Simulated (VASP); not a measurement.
# KCl (Fm-3m) in VASP: further runs, part 2 of 2

VASP 6.6.1. The steps go on from the part before.

## Step 3: Electric field gradients, PBE (volume scaled by 1.02)

File INCAR:

```
  PREC = Accurate
  ENCUT = 520
  EDIFF = 1E-8
  ISMEAR = -1
  SIGMA = 0.03
  LREAL = False
  LASPH = True
  NELM = 80
  ALGO = Normal
  ISIF = 2
  LWAVE = False
  LCHARG = False
  GGA = PE
  LEFG = True
  NBANDS = 15
```

File KPOINTS:

```
Automatic mesh
0
Gamma
  7 7 7
```

File POSCAR:

```
KCl
1.0
    0.0000000000      3.1770019336      3.1770019336
    3.1770019336      0.0000000000      3.1770019336
    3.1770019336      3.1770019336      0.0000000000
K Cl
1 1
Direct
    0.0000000000      0.0000000000      0.0000000000
    0.5000000000      0.5000000000      0.5000000000
```

Potentials or basis: VASP PAW PBE potentials, release 64 (K_sv, Cl).

Started as:

```
> cat potpaw_PBE.64/K_sv/POTCAR potpaw_PBE.64/Cl/POTCAR > POTCAR
> mpirun -np 1 vasp_std > vasp.out
```

OUTCAR:

```text
PREC = Accurate
   ENCUT = 520
   EDIFF = 1E-8
   ISMEAR = -1
   LREAL = False
   LASPH = True
   NELM = 80
   ISIF = 2
   GGA = PE

 ion  position               nearest neighbor table
   1  0.000  0.000  0.000-   2 3.18   2 3.18   2 3.18   2 3.18   2 3.18   2 3.18
   2  0.500  0.500  0.500-   1 3.18   1 3.18   1 3.18   1 3.18   1 3.18   1 3.18

  LATTYP: Found a face centered cubic cell.
 ALAT       =     6.3540038672

  Lattice vectors:

 A1 = (   0.0000000000,   3.1770019336,   3.1770019336)
 A2 = (   3.1770019336,   0.0000000000,   3.1770019336)
 A3 = (   3.1770019336,   3.1770019336,   0.0000000000)

Analysis of symmetry for initial positions (statically):
=====================================================================
 Subroutine PRICEL returns:
 Original cell was already a primitive cell.

 Routine SETGRP: Setting up the symmetry group for a
 face centered cubic supercell.

 Subroutine GETGRP returns: Found 48 space group operations
 (whereof 48 operations were pure point group operations)
 out of a pool of 48 trial point group operations.

The static configuration has the point symmetry O_h .

Analysis of symmetry for dynamics (positions and initial velocities):
=====================================================================
 Subroutine PRICEL returns:
 Original cell was already a primitive cell.

 Routine SETGRP: Setting up the symmetry group for a
 face centered cubic supercell.

 Subroutine GETGRP returns: Found 48 space group operations
 (whereof 48 operations were pure point group operations)
 out of a pool of 48 trial point group operations.
[... 498 lines left out ...]
      4     -12.7457      2.00000
      5     -12.5992      2.00000
      6      -2.5091      2.00000
      7      -2.4434      2.00000
      8      -2.3012      2.00000
      9       5.7368      0.00000
     10       6.4115      0.00000
     11       7.4310      0.00000
     12       7.8411      0.00000
     13       9.3196      0.00000
     14       9.3933      0.00000
     15      10.1987      0.00000

------------------------ aborting loop because EDIFF is reached ----------------------------------------

  FORCE on cell =-STRESS in cart. coord.  units (eV):
  Direction    XX          YY          ZZ          XY          YZ          ZX
  --------------------------------------------------------------------------------------
  -------------------------------------------------------------------------------------
  Total        0.0938248      0.0938248      0.0938248     -0.0000000      0.0000000     -0.0000000
  in kB        2.3439351      2.3439351      2.3439351     -0.0000000      0.0000000     -0.0000000
  external PRESSURE =       2.3439351 kB  Pullay stress =       0.0000000 kB

 VOLUME and BASIS-vectors are now :
 -----------------------------------------------------------------------------
  energy-cutoff  :      520.00
  volume of cell :       64.13
      direct lattice vectors                 reciprocal lattice vectors
     0.000000000  3.177001934  3.177001934    -0.157381081  0.157381081  0.157381081
     3.177001934  0.000000000  3.177001934     0.157381081 -0.157381081  0.157381081
     3.177001934  3.177001934  0.000000000     0.157381081  0.157381081 -0.157381081

 POSITION                                       TOTAL-FORCE (eV/Angst)
 -----------------------------------------------------------------------------------
      0.00000      0.00000      0.00000         0.000000     -0.000000     -0.000000
      3.17700      3.17700      3.17700        -0.000000      0.000000      0.000000
 -----------------------------------------------------------------------------------
    total drift:                                0.000000      0.000000      0.000000

  FREE ENERGIE OF THE ION-ELECTRON SYSTEM (eV)
  ---------------------------------------------------
  free  energy   TOTEN  =        -6.8101186351 eV

  energy  without entropy=       -6.8101186351  energy(sigma->0) =       -6.81011864

 Electric field gradients (V/A^2)
---------------------------------------------------------------------
 ion       V_xx      V_yy      V_zz      V_xy      V_xz      V_yz
---------------------------------------------------------------------
   1      -0.000    -0.000     0.000    -0.000    -0.000    -0.000
   2       0.000     0.000     0.000    -0.000    -0.000    -0.000
---------------------------------------------------------------------

 Electric field gradients after diagonalization (V/A^2)
 (convention: |V_zz| > |V_xx| > |V_yy|)
----------------------------------------------------------------------
 ion       V_xx      V_yy      V_zz     asymmetry (V_yy - V_xx)/ V_zz
----------------------------------------------------------------------
   1       0.000     0.000    -0.001       0.000
   2       0.000     0.000    -0.000       0.000
----------------------------------------------------------------------

           NMR quadrupolar parameters

 Cq : quadrupolar parameter    Cq=e*Q*V_zz/h
 eta: asymmetry parameters     (V_yy - V_xx)/ V_zz
 Q  : nuclear electric quadrupole moment in mb (millibarn)
----------------------------------------------------------------------
 ion       Cq(MHz)       eta       Q (mb)
----------------------------------------------------------------------
   1      -0.000       0.000       1.000
   2      -0.000       0.000       1.000
----------------------------------------------------------------------
```

It took 20 s on 1 thread of Intel Xeon Platinum 8488C (Sapphire Rapids), shared host; peak memory 0.2 GiB.

What came out:

| Item | Value |
| --- | --- |
| Free energy | -6.8101 eV |
| Pressure | 0.2 GPa |
| Band gap on the k mesh | 5.09 eV, direct |

Caveat: without QUAD_EFG the Cq values of the log hold for a quadrupole moment of 1 mb, not for the nuclei. A k mesh can miss the band edges.

## Step 4: Electric field gradients, PBE (volume scaled by 1.02)

File INCAR:

```
SYSTEM = KCl
  PREC = Accurate
  ENCUT = 520
  EDIFF = 1E-8
  ISMEAR = -1
  SIGMA = 0.03
  LREAL = .False.
  LASPH = .True.
  NELM = 80
  ALGO = Normal
  ISIF = 2
  LWAVE = .False.
  LCHARG = .False.
  GGA = PE
  LEFG = .True.
  NBANDS = 15
```

File KPOINTS:

```
Automatic mesh
0
Gamma
  7 7 7
  0 0 0
```

POSCAR is that of step 3.

Potentials or basis: VASP PAW PBE potentials, release 64 (K_sv, Cl).

Started as:

```
> cat potpaw_PBE.64/K_sv/POTCAR potpaw_PBE.64/Cl/POTCAR > POTCAR
> mpirun -np 1 vasp_std > vasp.out
```

OUTCAR:

```text
SYSTEM = KCl
   PREC = Accurate
   ENCUT = 520
   EDIFF = 1E-8
   ISMEAR = -1
   LREAL = .False.
   LASPH = .True.
   NELM = 80
   ISIF = 2
   GGA = PE

 ion  position               nearest neighbor table
   1  0.000  0.000  0.000-   2 3.18   2 3.18   2 3.18   2 3.18   2 3.18   2 3.18
   2  0.500  0.500  0.500-   1 3.18   1 3.18   1 3.18   1 3.18   1 3.18   1 3.18

  LATTYP: Found a face centered cubic cell.
 ALAT       =     6.3540038672

  Lattice vectors:

 A1 = (   0.0000000000,   3.1770019336,   3.1770019336)
[... 566 lines left out ...]
  ---------------------------------------------------
  free  energy   TOTEN  =        -6.8101186351 eV

  energy  without entropy=       -6.8101186351  energy(sigma->0) =       -6.81011864

 Electric field gradients (V/A^2)
---------------------------------------------------------------------
 ion       V_xx      V_yy      V_zz      V_xy      V_xz      V_yz
---------------------------------------------------------------------
   1      -0.000    -0.000     0.000    -0.000    -0.000    -0.000
   2       0.000     0.000     0.000    -0.000    -0.000    -0.000
---------------------------------------------------------------------

 Electric field gradients after diagonalization (V/A^2)
 (convention: |V_zz| > |V_xx| > |V_yy|)
----------------------------------------------------------------------
 ion       V_xx      V_yy      V_zz     asymmetry (V_yy - V_xx)/ V_zz
----------------------------------------------------------------------
   1       0.000     0.000    -0.001       0.000
   2       0.000     0.000    -0.000       0.000
----------------------------------------------------------------------

           NMR quadrupolar parameters

 Cq : quadrupolar parameter    Cq=e*Q*V_zz/h
 eta: asymmetry parameters     (V_yy - V_xx)/ V_zz
 Q  : nuclear electric quadrupole moment in mb (millibarn)
----------------------------------------------------------------------
 ion       Cq(MHz)       eta       Q (mb)
----------------------------------------------------------------------
   1      -0.000       0.000       1.000
   2      -0.000       0.000       1.000
----------------------------------------------------------------------
```

Wall time 20 s (1 thread of Intel Xeon Platinum 8488C (Sapphire Rapids), shared host); peak memory 0.2 GiB.

Results:

| Quantity | Value |
| --- | --- |
| Free energy | -6.8101 eV |
| Pressure | 0.2 GPa |
| Band gap on the k mesh | 5.09 eV, direct |

Levels at points of the mesh, in eV from the valence-band top:
| k point | band 5 | band 6 | band 7 | band 8 | band 9 | band 10 | band 11 | band 12 |
| --- | --- | --- | --- | --- | --- | --- | --- | --- |
| (0.00, 0.00, 0.00) | -10.73 | 0.00 | 0.00 | 0.00 | 5.09 | 8.36 | 8.36 | 8.36 |

Caveat: without QUAD_EFG the Cq values of the log hold for a quadrupole moment of 1 mb, not for the nuclei. A k mesh can miss the band edges.
